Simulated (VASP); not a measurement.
# Ir (P6_3/mmc) in VASP: a series of runs

The runs below take Ir through electric field gradients, single point, with PBE.

Everything below comes from runs of VASP 6.6.1. Logs are shortened: lines on timing, memory, paths and dates and some standing lists are left out, and cuts for length are marked.

### Step 1. The cell of the first run

It takes space group P6_3/mmc (No. 194, hexagonal). Conventional cell: a = 2.749 Å, b = 2.749 Å, c = 4.452 Å, α = 90.00°, β = 90.00°, γ = 120.00°. Within 3.6 Å of Ir (site symmetry -6m2) lie 12 Ir at 2.73 to 2.75 Å.

This isn't the form of Ir at room conditions, which is fcc.

### Step 2. Electric field gradients, PBE

File INCAR:

```
ALGO = Normal
EDIFF = 1E-8
ENCUT = 520
GGA = PE
ISIF = 2
ISMEAR = -1
LASPH = True
LCHARG = False
LEFG = True
LREAL = False
LWAVE = False
NBANDS = 16
NELM = 80
PREC = Accurate
SIGMA = 0.03
```

File KPOINTS:

```
k-points
0
Gamma
  15 15 8
```

File POSCAR:

```
Ir
1.0
    2.7485640890      0.0000000000      0.0000000000
   -1.3742820445      2.3803263250      0.0000000000
    0.0000000000      0.0000000000      4.4516616529
Ir
2
Direct
    0.3333333333      0.6666666667      0.2500000000
    0.6666666667      0.3333333333      0.7500000000
```

Potentials or basis: VASP PAW PBE potentials, release 64 (Ir).

Command:

```console
$ cat potpaw_PBE.64/Ir/POTCAR > POTCAR
$ mpirun -np 1 vasp_std > vasp.out
```

OUTCAR:

```text
EDIFF = 1E-8
   ENCUT = 520
   GGA = PE
   ISIF = 2
   ISMEAR = -1
   LASPH = True
   LREAL = False
   NELM = 80
   PREC = Accurate

 ion  position               nearest neighbor table
   1  0.333  0.667  0.250-   2 2.73   2 2.73   2 2.73   2 2.73   2 2.73   2 2.73
   2  0.667  0.333  0.750-   1 2.73   1 2.73   1 2.73   1 2.73   1 2.73   1 2.73

  LATTYP: Found a hexagonal cell.
 ALAT       =     2.7485640890
 C/A-ratio  =     1.6196317454

  Lattice vectors:

 A1 = (   2.7485640890,   0.0000000000,   0.0000000000)
 A2 = (  -1.3742820445,   2.3803263250,   0.0000000000)
 A3 = (   0.0000000000,   0.0000000000,   4.4516616529)

Analysis of symmetry for initial positions (statically):
=====================================================================
 Subroutine PRICEL returns:
 Original cell was already a primitive cell.

 Routine SETGRP: Setting up the symmetry group for a
 hexagonal supercell.

 Subroutine GETGRP returns: Found 24 space group operations
 (whereof 12 operations were pure point group operations)
 out of a pool of 24 trial point group operations.

The static configuration has the point symmetry D_3d.
 The point group associated with its full space group is D_6h.

Analysis of symmetry for dynamics (positions and initial velocities):
=====================================================================
 Subroutine PRICEL returns:
 Original cell was already a primitive cell.

 Routine SETGRP: Setting up the symmetry group for a
 hexagonal supercell.

 Subroutine GETGRP returns: Found 24 space group operations
 (whereof 12 operations were pure point group operations)
 out of a pool of 24 trial point group operations.

The dynamic configuration has the point symmetry D_3d.
 The point group associated with its full space group is D_6h.

 Subroutine INISYM returns: Found 24 space group operations
 (whereof 12 operations are pure point group operations),
 and found     1 'primitive' translations

----------------------------------------------------------------------------------------

                                     Primitive cell

  volume of cell :      29.1249

  direct lattice vectors                    reciprocal lattice vectors
     2.748564089  0.000000000  0.000000000     0.363826335  0.210055233  0.000000000
    -1.374282044  2.380326325  0.000000000     0.000000000  0.420110465  0.000000000
     0.000000000  0.000000000  4.451661653     0.000000000  0.000000000  0.224635221

  length of vectors
     2.748564089  2.748564089  4.451661653     0.420110465  0.420110465  0.224635221

  position of ions in fractional coordinates (direct lattice)
     0.333333333  0.666666667  0.250000000
     0.666666667  0.333333333  0.750000000

  ion indices of the primitive-cell ions
   primitive index   ion index
                 1           1
                 2           2

----------------------------------------------------------------------------------------

 KPOINTS: k-points

Automatic generation of k-mesh.
 Grid dimensions read from file:
 generate k-points for:   15   15    8

 Generating k-lattice:

  Cartesian coordinates                     Fractional coordinates (reciprocal lattice)
     0.024255089  0.014003682  0.000000000     0.066666667 -0.000000000  0.000000000
     0.000000000  0.028007364  0.000000000     0.000000000  0.066666667  0.000000000
     0.000000000  0.000000000  0.028079403     0.000000000  0.000000000  0.125000000

  Length of vectors
     0.028007364  0.028007364  0.028079403

  Shift w.r.t. Gamma in fractional coordinates (k-lattice)
     0.000000000  0.000000000  0.000000000

 Subroutine IBZKPT returns following result:
 ===========================================

 Found    135 irreducible k-points:

 Following reciprocal coordinates:
            Coordinates               Weight
  0.000000  0.000000  0.000000      1.000000
  0.066667  0.000000  0.000000      6.000000
  0.133333  0.000000  0.000000      6.000000
  0.200000  0.000000  0.000000      6.000000
  0.266667  0.000000  0.000000      6.000000
  0.333333  0.000000  0.000000      6.000000
[... 16 lines left out ...]
  0.333333  0.200000  0.000000     12.000000
  0.400000  0.200000  0.000000      6.000000
 [... further k-points ...]
   k-points           NKPTS =    135   k-points in BZ     NKDIM =    135   number of bands    NBANDS=     16
   number of dos      NEDOS =    301   number of ions     NIONS =      2
   total plane-waves  NPLWV =  14400
   dimension x,y,z NGX =    20 NGY =   20 NGZ =   36
   dimension x,y,z NGXF=    40 NGYF=   40 NGZF=   72
   ions per type =               2
   NGX,Y,Z   is equivalent  to a cutoff of  12.10, 12.10, 13.44 a.u.
   NGXF,Y,Z  is equivalent  to a cutoff of  24.19, 24.19, 26.89 a.u.
 SYSTEM =  unknown system
   PREC   = accura    normal or accurate (medium, high low for compatibility)
   ISTART =      0    job   : 0-new  1-cont  2-samecut
   ICHARG =      2    charge: 1-file 2-atom 10-const
   ISPIN  =      1    spin polarized calculation?
   LNONCOLLINEAR =      F non collinear calculations
   LSORBIT =      F    spin-orbit coupling
   LASPH  =      T    aspherical Exc in radial PAW
   ENCUT  =  520.0 eV  38.22 Ry    6.18 a.u.   5.11  5.11  8.28*2*pi/ulx,y,z
   NELM   =     80;   NELMIN=  2; NELMDL= -5     # of ELM steps
   EDIFF  = 0.1E-07   stopping-criterion for ELM
   LREAL  =      F    real-space projection
   EDIFFG = 0.1E-06   stopping-criterion for IOM
   NSW    =      0    number of steps for IOM
   IBRION =     -1    ionic relax: 0-MD 1-quasi-New 2-CG
   NFREE  =      0    steps in history (QN), initial steepest desc. (CG)
   ISIF   =      2    stress and relaxation
   ISYM   =      2    0-nonsym 1-usesym 2-fastsym
   POTIM  = 0.5000    time-step for ionic-motion
   TEBEG  =    0.0;   TEEND  =   0.0 temperature during run
   PSTRESS=    0.0 pullay stress
   NELECT =      18.0000    total number of electrons
   NUPDOWN=      -1.0000    fix difference up-down
   EMIN   =  10.00;   EMAX   =-10.00  energy-range for DOS
   EFERMI =   0.00;   METHOD = LEGACY
   ISMEAR =    -1;   SIGMA  =   0.03  broadening in eV -4-tet -1-fermi 0-gaus
   EFERMI_NEDOS =   21; number of points for ismear=-14 and -15
   IALGO  =     38    algorithm
   IMIX   =      4    mixing-type and parameters
     AMIX     =   0.40;   BMIX     =  1.00
     AMIX_MAG =   1.60;   BMIX_MAG =  1.00
  volume/ion in A,a.u.               =      14.56        98.27
  Fermi-wavevector in a.u.,A,eV,Ry     =   1.394475  2.635176 26.457364  1.944561
  Thomas-Fermi vector in A             =   2.518021
   LORBIT       =      0    0 simple, 1 ext, 2 COOP (PROOUT), +10 PAW based schemes
   GGA     = PE    functional components
   LHFCALC =     F    Hartree Fock is set to
   AEXX    =    0.0000 exact exchange contribution
   IVDW    =     0    specifies the selected vdW correction
   LEPSILON=     F    determine dielectric tensor
   LRPA    =     F    only Hartree local field effects (RPA)
 non-spin polarized calculation
  energy-cutoff  :      520.00
  volume of cell :       29.12
 maximum number of plane-waves:       798
   NGX = 11   NGY = 11   NGZ = 17

 number of electron      18.0000000 magnetization

 Free energy of the ion-electron system (eV)
  ---------------------------------------------------
  ext. energy  EPLUGINS =         0.00000000
  ---------------------------------------------------
  free energy    TOTEN  =       -17.55719867 eV

  energy without entropy =      -17.54857097  energy(sigma->0) =      -17.55288482

 E-fermi :  10.0311     XC(G=0): -13.8155

 val. band max:       10.0310420120   @ k =   0.1333   0.0667   0.5000
 cond. band min:      10.0319975092   @ k =   0.3333   0.1333   0.3750
 fundamental gap:      0.0009554972
 Fermi energy:        10.0310973663

 k-point     1 :       0.0000    0.0000    0.0000
  band No.  band energies     occupation
      1      -0.8996      2.00000
      2       2.1394      2.00000
      3       6.2531      2.00000
      4       6.3430      2.00000
      5       6.3430      2.00000
      6       6.9751      2.00000
[... 8 lines left out ...]
     15      26.4686      0.00000
     16      27.4619      0.00000

 k-point     2 :       0.0667    0.0000    0.0000
  band No.  band energies     occupation
      1      -0.7306      2.00000
      2       2.2896      2.00000
      3       5.9628      2.00000
      4       6.4837      2.00000
      5       6.5978      2.00000
      6       6.8857      2.00000
[... 8 lines left out ...]
     15      26.6894      0.00000
     16      27.7174      0.00000
[... 387 lines left out ...]
      5       5.7838      2.00000
      6       6.4914      2.00000
[... 8 lines left out ...]
     15      21.3264      0.00000
     16      23.9121      0.00000

 k-point    24 :       0.4000    0.2000    0.0000
  band No.  band energies     occupation
      1       3.4587      2.00000
      2       3.7293      2.00000
      3       3.7418      2.00000
      4       5.6813      2.00000
      5       5.8296      2.00000
      6       6.3422      2.00000
[... 8 lines left out ...]
     15      21.9290      0.00000
     16      22.8420      0.00000

 [... further k-points ...]
[... 5 lines left out ...]
  --------------------------------------------------------------------------------------
  -------------------------------------------------------------------------------------
  Total        0.0887224      0.0887224      0.1091304     -0.0000000      0.0000000      0.0000000
  in kB        4.8806677      4.8806677      6.0033265     -0.0000000      0.0000000      0.0000000
  external PRESSURE =       5.2548873 kB  Pullay stress =       0.0000000 kB

 VOLUME and BASIS-vectors are now :
 -----------------------------------------------------------------------------
  energy-cutoff  :      520.00
  volume of cell :       29.12
      direct lattice vectors                 reciprocal lattice vectors
     2.748564089  0.000000000  0.000000000     0.363826335  0.210055233  0.000000000
    -1.374282044  2.380326325  0.000000000     0.000000000  0.420110465  0.000000000
     0.000000000  0.000000000  4.451661653     0.000000000  0.000000000  0.224635221

 POSITION                                       TOTAL-FORCE (eV/Angst)
 -----------------------------------------------------------------------------------
     -0.00000      1.58688      1.11292        -0.000000      0.000000      0.000000
      1.37428      0.79344      3.33875         0.000000     -0.000000      0.000000
 -----------------------------------------------------------------------------------
    total drift:                               -0.000000      0.000000     -0.000000

  FREE ENERGIE OF THE ION-ELECTRON SYSTEM (eV)
  ---------------------------------------------------
  free  energy   TOTEN  =       -17.5571986716 eV

  energy  without entropy=      -17.5485709714  energy(sigma->0) =      -17.55288482

 Electric field gradients (V/A^2)
---------------------------------------------------------------------
 ion       V_xx      V_yy      V_zz      V_xy      V_xz      V_yz
---------------------------------------------------------------------
   1      -1.967    -1.967     3.935    -0.000     0.000     0.000
   2      -1.967    -1.967     3.935    -0.000     0.000     0.000
---------------------------------------------------------------------

 Electric field gradients after diagonalization (V/A^2)
 (convention: |V_zz| > |V_xx| > |V_yy|)
----------------------------------------------------------------------
 ion       V_xx      V_yy      V_zz     asymmetry (V_yy - V_xx)/ V_zz
----------------------------------------------------------------------
   1      -1.967    -1.967     3.935       0.000
   2      -1.967    -1.967     3.935       0.000
----------------------------------------------------------------------

           NMR quadrupolar parameters

 Cq : quadrupolar parameter    Cq=e*Q*V_zz/h
 eta: asymmetry parameters     (V_yy - V_xx)/ V_zz
 Q  : nuclear electric quadrupole moment in mb (millibarn)
----------------------------------------------------------------------
 ion       Cq(MHz)       eta       Q (mb)
----------------------------------------------------------------------
   1       0.010       0.000       1.000
   2       0.010       0.000       1.000
----------------------------------------------------------------------
```

Wall time 99 s (1 thread of Intel Xeon 8259CL, shared host); peak memory 0.18 GiB.

What came out:

```yaml
Free_energy: -17.5572 eV
Pressure: 0.5 GPa
Band_gap_on_the_k_mesh: zero (bands 9 and 10 overlap by 3.13 eV)
Largest_electric_field_gradient_by_atom: Ir +3.9 V/Å²
```

Stress tensor (GPa, compression positive):
```
0.49 0.00 0.00
0.00 0.49 0.00
0.00 0.00 0.60
```

Levels at points of the mesh, in eV from the Fermi level:
| k point | band 6 | band 7 | band 8 | band 9 | band 10 | band 11 | band 12 | band 13 |
| --- | --- | --- | --- | --- | --- | --- | --- | --- |
| (0.00, 0.00, 0.00) | -3.06 | -3.06 | -2.30 | -2.30 | -0.74 | 0.26 | 0.26 | 6.83 |
| (0.00, 0.00, 0.50) | -3.81 | -3.81 | -3.81 | -0.46 | -0.46 | -0.46 | -0.46 | 13.58 |

Electric field gradients, principal values (V/Å²):
| atom | least | middle | greatest (by size) |
| --- | --- | --- | --- |
| 1 Ir | -1.967 | -1.967 | 3.935 |
| 2 Ir | -1.967 | -1.967 | 3.935 |

Caveat: without QUAD_EFG the Cq values of the log hold for a quadrupole moment of 1 mb, not for the nuclei; spin-orbit coupling is left out, which moves the levels of the heavy elements.

### Step 3. Electric field gradients, PBE (15.00 Å³/atom)

This run uses another cell than the first one, of 15.00 Å³/atom.

File INCAR:

```
PREC = Accurate
ENCUT = 520
EDIFF = 1E-8
ISMEAR = -1
SIGMA = 0.03
LREAL = False
LASPH = True
NELM = 60
ALGO = Normal
ISIF = 2
LWAVE = False
LCHARG = False
GGA = PE
LEFG = True
NBANDS = 16
```

File KPOINTS:

```
Automatic mesh
0
Gamma
  15 15 8
```

File POSCAR:

```
Ir
1.0
    2.7757793648      0.0000000000      0.0000000000
   -1.3878896824      2.4038954452      0.0000000000
    0.0000000000      0.0000000000      4.4957403775
Ir
2
Direct
    0.3333333333      0.6666666667      0.2500000000
    0.6666666667      0.3333333333      0.7500000000
```

Potentials or basis: VASP PAW PBE potentials, release 64 (Ir).

Command:

```console
$ cat potpaw_PBE.64/Ir/POTCAR > POTCAR
$ mpirun -np 1 vasp_std > vasp.out
```

OUTCAR:

```text
PREC = Accurate
   ENCUT = 520
   EDIFF = 1E-8
   ISMEAR = -1
   LREAL = False
   LASPH = True
   NELM = 60
   ISIF = 2
   GGA = PE

 ion  position               nearest neighbor table
   1  0.333  0.667  0.250-   2 2.76   2 2.76   2 2.76   2 2.76   2 2.76   2 2.76
   2  0.667  0.333  0.750-   1 2.76   1 2.76   1 2.76   1 2.76   1 2.76   1 2.76

  LATTYP: Found a hexagonal cell.
 ALAT       =     2.7757793648
 C/A-ratio  =     1.6196317454

  Lattice vectors:

 A1 = (   2.7757793648,   0.0000000000,   0.0000000000)
 A2 = (  -1.3878896824,   2.4038954452,   0.0000000000)
 A3 = (   0.0000000000,   0.0000000000,   4.4957403775)

Analysis of symmetry for initial positions (statically):
=====================================================================
 Subroutine PRICEL returns:
 Original cell was already a primitive cell.

 Routine SETGRP: Setting up the symmetry group for a
[... 647 lines left out ...]
  energy-cutoff  :      520.00
  volume of cell :       30.00
      direct lattice vectors                 reciprocal lattice vectors
     2.775779365  0.000000000  0.000000000     0.360259181  0.207995735  0.000000000
    -1.387889682  2.403895445  0.000000000     0.000000000  0.415991470  0.000000000
     0.000000000  0.000000000  4.495740377     0.000000000  0.000000000  0.222432773

 POSITION                                       TOTAL-FORCE (eV/Angst)
 -----------------------------------------------------------------------------------
     -0.00000      1.60260      1.12394         0.000000     -0.000000      0.000000
      1.38789      0.80130      3.37181        -0.000000      0.000000      0.000000
 -----------------------------------------------------------------------------------
    total drift:                               -0.000000      0.000000     -0.000000

  FREE ENERGIE OF THE ION-ELECTRON SYSTEM (eV)
  ---------------------------------------------------
  free  energy   TOTEN  =       -17.5337586492 eV

  energy  without entropy=      -17.5250375520  energy(sigma->0) =      -17.52939810

 Electric field gradients (V/A^2)
---------------------------------------------------------------------
 ion       V_xx      V_yy      V_zz      V_xy      V_xz      V_yz
---------------------------------------------------------------------
   1      -1.614    -1.614     3.227    -0.000     0.000    -0.000
   2      -1.614    -1.614     3.227    -0.000    -0.000     0.000
---------------------------------------------------------------------

 Electric field gradients after diagonalization (V/A^2)
 (convention: |V_zz| > |V_xx| > |V_yy|)
----------------------------------------------------------------------
 ion       V_xx      V_yy      V_zz     asymmetry (V_yy - V_xx)/ V_zz
----------------------------------------------------------------------
   1      -1.614    -1.614     3.227       0.000
   2      -1.614    -1.614     3.227       0.000
----------------------------------------------------------------------

           NMR quadrupolar parameters

 Cq : quadrupolar parameter    Cq=e*Q*V_zz/h
 eta: asymmetry parameters     (V_yy - V_xx)/ V_zz
 Q  : nuclear electric quadrupole moment in mb (millibarn)
----------------------------------------------------------------------
 ion       Cq(MHz)       eta       Q (mb)
----------------------------------------------------------------------
   1       0.008       0.000       1.000
   2       0.008       0.000       1.000
----------------------------------------------------------------------
```

stdout:

```text
POSCAR found type information on POSCAR Ir
 POSCAR found :  1 types and       2 ions
 scaLAPACK will be used
 LDA part: xc-table for (Slater+PW92), standard interpolation
 POSCAR, INCAR and KPOINTS ok, starting setup
 FFT: planning ... GRIDC
 FFT: planning ... GRID_SOFT
 FFT: planning ... GRID
 WAVECAR not read
 entering main loop
ion   1

ion   2
```

It took 1.7 min on 1 thread of Intel Xeon 8259CL, shared host; peak memory 0.2 GiB.

Results:

```yaml
Free_energy: -17.5338 eV
Pressure: -9.0 GPa
Band_gap_on_the_k_mesh: zero (bands 9 and 10 overlap by 2.97 eV)
Largest_electric_field_gradient_by_atom: Ir +3.2 V/Å²
```

Electric field gradients, principal values (V/Å²):
```
atom   least  middle  greatest (by size)
1 Ir  -1.614  -1.614               3.227
2 Ir  -1.614  -1.614               3.227
```

Caveat: the cell stands under tension; without QUAD_EFG the Cq values of the log hold for a quadrupole moment of 1 mb, not for the nuclei; spin-orbit coupling is left out, which moves the levels of the heavy elements.

[end of part 1 of 2]
